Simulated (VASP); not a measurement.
# WSe2 in VASP: phonons with PBE+D3(BJ)

Aim: the phonons of WSe2 with PBE+D3(BJ).

Everything below comes from runs of VASP 6.6.1. Logs are shortened: lines on timing, memory, paths and dates and some standing lists are left out, and cuts for length are marked.

**1. The cell of the first run**

The cell holds a slab with vacuum, 12 atoms: a = 3.283 Å, b = 3.283 Å, c = 40.801 Å, α = 90.00°, β = 90.00°, γ = 120.00°.

**2. Phonons, PBE+D3(BJ)**

The input, POSCAR:

```
WSe2
1.0
    3.2827353054      0.0000000000      0.0000000000
   -1.6413676527      2.8429321700      0.0000000000
    0.0000000000      0.0000000000     40.8012600000
  Se              W
     8     4
Direct
     0.3333333300000021    0.6666666699999979    0.2234820448025146
     0.3333333300000021    0.6666666699999979    0.3061748722398659
     0.6666666699999979    0.3333333300000021    0.3801796220536944
     0.6666666699999979    0.3333333300000021    0.4628087800192041
     0.3333333300000021    0.6666666699999979    0.5371912199807959
     0.3333333300000021    0.6666666699999979    0.6198203779463056
     0.6666666699999979    0.3333333300000021    0.6938251277601341
     0.6666666699999979    0.3333333300000021    0.7765179551974853
     0.6666666699999979    0.3333333300000021    0.2648368619560371
     0.3333333300000021    0.6666666699999979    0.4214929909900644
     0.6666666699999979    0.3333333300000021    0.5785070090099356
     0.3333333300000021    0.6666666699999979    0.7351631380439628
```

The input, INCAR.step1:

```
ALGO = Normal ; EDIFF = 1E-8
EDIFFG = -0.002 ; ENCUT = 600
GGA = PE ; IBRION = 2
ISIF = 2 ; ISMEAR = 0
IVDW = 12 ; KPAR = 8
LASPH = T ; LATTICE_CONSTRAINTS = .TRUE. .TRUE. .FALSE.
LCHARG = F ; LREAL = F
LWAVE = F ; NELM = 80
NSW = 40 ; PREC = Accurate
SIGMA = 0.03
```

The input, INCAR.step2:

```
ALGO = Normal ; EDIFF = 1E-8
ENCUT = 600 ; GGA = PE
IBRION = 6 ; ISIF = 2
ISMEAR = 0 ; IVDW = 12
KPAR = 8 ; LASPH = T
LATTICE_CONSTRAINTS = .TRUE. .TRUE. .FALSE. ; LCHARG = F
LREAL = F ; LWAVE = F
NELM = 80 ; NFREE = 2
NSW = 1 ; POTIM = 0.015
PREC = Accurate ; SIGMA = 0.03
```

The input, KPOINTS:

```
k-points
0
Gamma
  12 12 1
```

Potentials or basis: VASP PAW PBE potentials, release 64 (Se, W_sv).

The run is started by

```sh
cat potpaw_PBE.64/Se/POTCAR potpaw_PBE.64/W_sv/POTCAR > POTCAR
cp INCAR.step1 INCAR
mpirun -np 8 vasp_std > vasp.out
cp CONTCAR POSCAR
cp INCAR.step2 INCAR
mpirun -np 8 vasp_std > vasp.out
```

OUTCAR:

```text
EDIFF = 1E-8
   ENCUT = 600
   GGA = PE
   IBRION = 6
   ISIF = 2
   ISMEAR = 0
   IVDW = 12
   LASPH = T
   LREAL = F
   NELM = 80
   NFREE = 2
   NSW = 1
   POTIM = 0.015
   PREC = Accurate
 IVDW          = 12

 ion  position               nearest neighbor table
   1  0.333  0.667  0.223-   9 2.54   9 2.54   9 2.54
   2  0.333  0.667  0.306-   9 2.54   9 2.54   9 2.54
   3  0.667  0.333  0.380-  10 2.54  10 2.54  10 2.54
   4  0.667  0.333  0.463-  10 2.54  10 2.54  10 2.54
   5  0.333  0.667  0.537-  11 2.54  11 2.54  11 2.54
   6  0.333  0.667  0.620-  11 2.54  11 2.54  11 2.54
   7  0.667  0.333  0.694-  12 2.54  12 2.54  12 2.54
   8  0.667  0.333  0.777-  12 2.54  12 2.54  12 2.54
   9  0.667  0.333  0.265-   2 2.54   2 2.54   2 2.54   1 2.54   1 2.54   1 2.54
  10  0.333  0.667  0.422-   4 2.54   4 2.54   4 2.54   3 2.54   3 2.54   3 2.54
  11  0.667  0.333  0.578-   5 2.54   5 2.54   5 2.54   6 2.54   6 2.54   6 2.54
  12  0.333  0.667  0.735-   7 2.54   7 2.54   7 2.54   8 2.54   8 2.54   8 2.54

  LATTYP: Found a hexagonal cell.
 ALAT       =     3.2827353054
 C/A-ratio  =    12.4290435275

  Lattice vectors:

 A1 = (   3.2827353054,   0.0000000000,   0.0000000000)
 A2 = (  -1.6413676527,   2.8429321700,   0.0000000000)
 A3 = (   0.0000000000,   0.0000000000,  40.8012600000)

Analysis of symmetry for initial positions (statically):
=====================================================================
 Subroutine PRICEL returns:
 Original cell was already a primitive cell.

 Routine SETGRP: Setting up the symmetry group for a
 hexagonal supercell.

 Subroutine GETGRP returns: Found 12 space group operations
 (whereof 12 operations were pure point group operations)
 out of a pool of 24 trial point group operations.

The static configuration has the point symmetry D_3d.

Analysis of symmetry for dynamics (positions and initial velocities):
=====================================================================
 Subroutine PRICEL returns:
 Original cell was already a primitive cell.

 Routine SETGRP: Setting up the symmetry group for a
 hexagonal supercell.

 Subroutine GETGRP returns: Found 12 space group operations
 (whereof 12 operations were pure point group operations)
 out of a pool of 24 trial point group operations.

The dynamic configuration has the point symmetry D_3d.

 Subroutine INISYM returns: Found 12 space group operations
 (whereof 12 operations are pure point group operations),
 and found     1 'primitive' translations

----------------------------------------------------------------------------------------

                                     Primitive cell

  volume of cell :     380.7816

  direct lattice vectors                    reciprocal lattice vectors
     3.282735305  0.000000000  0.000000000     0.304624012  0.175874755  0.000000000
    -1.641367653  2.842932170  0.000000000     0.000000000  0.351749511  0.000000000
     0.000000000  0.000000000 40.801260000     0.000000000  0.000000000  0.024509047

  length of vectors
     3.282735305  3.282735307 40.801260000     0.351749511  0.351749511  0.024509047

  position of ions in fractional coordinates (direct lattice)
     0.333333330  0.666666670  0.223397377
     0.333333330  0.666666670  0.306095552
     0.666666670  0.333333330  0.380305925
     0.666666670  0.333333330  0.462935016
     0.333333330  0.666666670  0.537064984
     0.333333330  0.666666670  0.619694075
     0.666666670  0.333333330  0.693904448
     0.666666670  0.333333330  0.776602623
     0.666666670  0.333333330  0.264754811
     0.333333330  0.666666670  0.421620924
     0.666666670  0.333333330  0.578379076
     0.333333330  0.666666670  0.735245189

  ion indices of the primitive-cell ions
   primitive index   ion index
                 1           1
                 2           2
                 3           3
[... 60 lines left out ...]
   dimension x,y,z NGX =    28 NGY =   28 NGZ =  336
   dimension x,y,z NGXF=    56 NGYF=   56 NGZF=  672
   ions per type =               8   4
   NGX,Y,Z   is equivalent  to a cutoff of  14.18, 14.18, 13.69 a.u.
   NGXF,Y,Z  is equivalent  to a cutoff of  28.36, 28.36, 27.38 a.u.
 SYSTEM =  unknown system
   PREC   = accura    normal or accurate (medium, high low for compatibility)
   ISTART =      0    job   : 0-new  1-cont  2-samecut
   ICHARG =      2    charge: 1-file 2-atom 10-const
   ISPIN  =      1    spin polarized calculation?
   LNONCOLLINEAR =      F non collinear calculations
   LSORBIT =      F    spin-orbit coupling
   LASPH  =      T    aspherical Exc in radial PAW
   ENCUT  =  600.0 eV  44.10 Ry    6.64 a.u.   6.56  6.56 81.49*2*pi/ulx,y,z
   NELM   =     80;   NELMIN=  2; NELMDL=  0     # of ELM steps
   EDIFF  = 0.1E-07   stopping-criterion for ELM
   LREAL  =      F    real-space projection
   EDIFFG = 0.1E-06   stopping-criterion for IOM
   NSW    =    181    number of steps for IOM
   IBRION =      6    ionic relax: 0-MD 1-quasi-New 2-CG
   NFREE  =      2    steps in history (QN), initial steepest desc. (CG)
   ISIF   =      2    stress and relaxation
   ISYM   =      2    0-nonsym 1-usesym 2-fastsym
   POTIM  = 0.0150    time-step for ionic-motion
   TEBEG  =    0.0;   TEEND  =   0.0 temperature during run
   PSTRESS=    0.0 pullay stress
   NELECT =     104.0000    total number of electrons
   NUPDOWN=      -1.0000    fix difference up-down
   EMIN   =  10.00;   EMAX   =-10.00  energy-range for DOS
   EFERMI =   0.00;   METHOD = LEGACY
   ISMEAR =     0;   SIGMA  =   0.03  broadening in eV -4-tet -1-fermi 0-gaus
   EFERMI_NEDOS =   21; number of points for ismear=-14 and -15
   IALGO  =     38    algorithm
   IMIX   =      4    mixing-type and parameters
     AMIX     =   0.40;   BMIX     =  1.00
     AMIX_MAG =   1.60;   BMIX_MAG =  1.00
  volume/ion in A,a.u.               =      31.73       214.14
  Fermi-wavevector in a.u.,A,eV,Ry     =   1.062170  2.007210 15.350158  1.128205
  Thomas-Fermi vector in A             =   2.197611
   LORBIT       =      0    0 simple, 1 ext, 2 COOP (PROOUT), +10 PAW based schemes
   GGA     = PE    functional components
   LHFCALC =     F    Hartree Fock is set to
   AEXX    =    0.0000 exact exchange contribution
   IVDW    =    12    specifies the selected vdW correction
   LEPSILON=     F    determine dielectric tensor
   LRPA    =     F    only Hartree local field effects (RPA)
 finite differences with symmetry
 non-spin polarized calculation
 Gauss-broadening in eV      SIGMA  =   0.03
  energy-cutoff  :      600.00
  volume of cell :      380.78
 maximum number of plane-waves:     12871
 NGX is ok and might be reduce to    28
   NGX = 13   NGY = 13   NGZ =163

--------------------------------------- Ionic step        1  -------------------------------------------

 number of electron     104.0000001 magnetization

 Free energy of the ion-electron system (eV)
  ---------------------------------------------------
  ext. energy  EPLUGINS =         0.00000000
  ---------------------------------------------------
  free energy    TOTEN  =       -86.24545169 eV

  energy without entropy =      -86.24545169  energy(sigma->0) =      -86.24545169

------------------------ aborting loop because EDIFF is reached ----------------------------------------

 Edisp (eV)   -5.26241

 E8    (eV) :    -2.3826
[... 135 lines left out ...]
  FREE ENERGIE OF THE ION-ELECTRON SYSTEM (eV)
  ---------------------------------------------------
  free  energy   TOTEN  =       -91.5068712601 eV

  energy  without entropy=      -91.5068712601  energy(sigma->0) =      -91.50687126

[... ionic steps 4 to 22 ...]

--------------------------------------- Ionic step       23  -------------------------------------------

 number of electron     104.0000001 magnetization

------------------------ aborting loop because EDIFF is reached ----------------------------------------
[... 95 lines left out ...]
--------------------------------------- Ionic step       25  -------------------------------------------

 number of electron     104.0000000 magnetization

 Free energy of the ion-electron system (eV)
  ---------------------------------------------------
  ext. energy  EPLUGINS =         0.00000000
  ---------------------------------------------------
  free energy    TOTEN  =       -86.24223691 eV

  energy without entropy =      -86.24223691  energy(sigma->0) =      -86.24223691

 E-fermi :   2.4399     XC(G=0):  -7.0989

 val. band max:        2.2515533472   @ k =   0.0000   0.0000   0.0000
 cond. band min:       3.2658793569   @ k =   0.1667   0.1667   0.0000
 fundamental gap:      1.0143260097
 Fermi energy:         2.4399450334

 k-point     1 :       0.0000    0.0000    0.0000
  band No.  band energies     occupation
      1     -72.0624      2.00000
      2     -72.0577      2.00000
      3     -72.0491      2.00000
      4     -72.0321      2.00000
      5     -36.3093      2.00000
      6     -36.3041      2.00000
[... 1267 lines left out ...]
  FREE ENERGIE OF THE ION-ELECTRON SYSTEM (eV)
  ---------------------------------------------------
  free  energy   TOTEN  =       -91.5046307910 eV

  energy  without entropy=      -91.5046307910  energy(sigma->0) =      -91.50463079

 INTERNAL STRAIN TENSORS FROM DISPLACED ATOMS
 ============================================

 INTERNAL STRAIN TENSOR FOR ION    1 for displacements in x,y,z  (eV/Angst):
          X           Y           Z          XY          YZ          ZX
  --------------------------------------------------------------------------------
  x    -0.00000     0.00000     0.00000    -3.60025     0.00000    14.23180
  y    -3.60025     3.60025     0.00000     0.00000    14.23181     0.00000
  z    10.76204    10.76204    29.34809     0.00000    -0.00000     0.00000
[... 8 lines left out ...]
 INTERNAL STRAIN TENSOR FOR ION   12 for displacements in x,y,z  (eV/Angst):
          X           Y           Z          XY          YZ          ZX
  --------------------------------------------------------------------------------
  x     0.00000     0.00000     0.00000    -7.17365     0.00000    -0.26022
  y    -7.17365     7.17365     0.00000     0.00000    -0.26022     0.00000
  z    -0.04232    -0.04232    -0.25355    -0.00000    -0.00000     0.00000

 Eigenvectors and eigenvalues of the dynamical matrix
   1 f  =    9.146752 THz    57.470738 2PiTHz  305.102805 cm-1    37.827910 meV
   2 f  =    9.131644 THz    57.375809 2PiTHz  304.598842 cm-1    37.765426 meV
   3 f  =    9.113066 THz    57.259083 2PiTHz  303.979162 cm-1    37.688596 meV
   4 f  =    9.091045 THz    57.120717 2PiTHz  303.244604 cm-1    37.597522 meV
   5 f  =    7.486273 THz    47.037642 2PiTHz  249.715195 cm-1    30.960724 meV
   6 f  =    7.421949 THz    46.633479 2PiTHz  247.569560 cm-1    30.694700 meV
[... 25 lines left out ...]
  32 f  =    0.299297 THz     1.880538 2PiTHz    9.983470 cm-1     1.237792 meV
  33 f  =    0.299297 THz     1.880538 2PiTHz    9.983470 cm-1     1.237792 meV
  34 f/i=    0.000490 THz     0.003081 2PiTHz    0.016358 cm-1     0.002028 meV
  35 f/i=    0.000490 THz     0.003081 2PiTHz    0.016358 cm-1     0.002028 meV
  36 f/i=    0.000716 THz     0.004501 2PiTHz    0.023894 cm-1     0.002963 meV

 ELASTIC MODULI CONTR FROM IONIC RELAXATION (kBar)
 Direction    XX          YY          ZZ          XY          YZ          ZX
 --------------------------------------------------------------------------------
 XX        -275.6054   -175.2722   -617.1411      0.0000      2.4065      0.0000
 YY        -175.2722   -275.6054   -617.1411      0.0000     -2.4065     -0.0000
 ZZ        -617.1411   -617.1411  -1767.6884      0.0000      0.0000      0.0000
 XY           0.0000      0.0000      0.0000    -50.1666      0.0000      2.4065
 YZ           2.4065     -2.4065      0.0000      0.0000   -850.0633     -0.0000
 ZX           0.0000     -0.0000      0.0000      2.4065     -0.0000   -850.0620
 --------------------------------------------------------------------------------
```

Run time: 60 min. Hardware: 8 MPI ranks of AMD EPYC 9R45 (Zen 5), shared host; peak memory 2.5 GiB.

Results:

```yaml
Highest_phonon_frequency_at_Γ_LO-TO_splitting_left_out: 305 cm⁻¹
Dispersion_energy_per_atom: -0.439 eV
```

Phonon frequencies in cm⁻¹ (negative: imaginary):
```tsv
q point	frequencies
(0.000, 0.000, 0.000)	0 0 0 10 10 17 18 18 24 24 31 41 171 171 171 171 172 172 172 172 242 242 242 242 242 242 242 242 245 245 248 250 303 304 305 305
```

Caveat: spin-orbit coupling is left out, which moves the levels of the heavy elements.
